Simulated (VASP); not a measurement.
AlGa2As3:

```
Al Ga As
1.0
     3.86589    0.00000    0.00000
    -1.93295    3.34796    0.00000
     0.00000    0.00000    9.46947
Al Ga As
1 2 3
Direct
  0.00000 0.00000 0.00000
  0.66667 0.33333 0.66667
  0.33333 0.66667 0.33333
  0.66667 0.33333 0.91667
  0.33333 0.66667 0.58333
  0.00000 0.00000 0.25000
```

```yaml
Program: VASP 6.6.1
Task: relaxation of cell and atoms
Functional: PBE
Potentials_or_basis: VASP PAW PBE potentials, release 64 (Al, Ga_d, As)
Cutoff: 500 eV
k_mesh: 12 × 12 × 4
Occupations: fermi-dirac, width 0.02 eV
Spin: no spin polarisation
```

At the start: pressure 13.1 GPa; volume 20.43 Å³/atom.

Q: How do energy, volume and symmetry change on relaxing?

A: Over 10 steps the energy falls by 116.2 meV/atom and the volume is 23.68 Å³/atom (+15.9 %); space group P3m1 (No. 156, to 0.1 Å) before and after.

Step by step:
```csv
step,energy change (eV),largest force (eV/Å),pressure (GPa),volume (Å³)
1,0.0000,0.1097,13.08,122.56
2,-0.5107,0.0553,-4.38,154.58
3,-0.6966,0.0601,0.01,142.05
4,-0.6964,0.0598,-0.17,142.46
5,-0.6968,0.0289,0.05,141.98
6,-0.6968,0.0289,0.04,141.98
7,-0.6969,0.0145,0.02,142.05
8,-0.6969,0.0152,-0.02,142.12
9,-0.6969,0.0057,0.00,142.08
10,-0.6969,0.0031,0.01,142.07
```

Final structure:
```xyz
6
Lattice="4.0614 0.0000 0.0000 -2.0307 3.5173 0.0000 0.0000 0.0000 9.9455" Properties=species:S:1:pos:R:3 pbc="T T T"
Al    0.0000    0.0000    9.9406
Ga    2.0307    1.1724    6.6322
Ga    0.0000    2.3448    3.3158
As    2.0307    1.1724    9.1268
As    0.0000    2.3448    5.8013
As    0.0000    0.0000    2.4789
```

Caveat: the volume moved by over 15 % at a fixed basis, so the end points are rough.
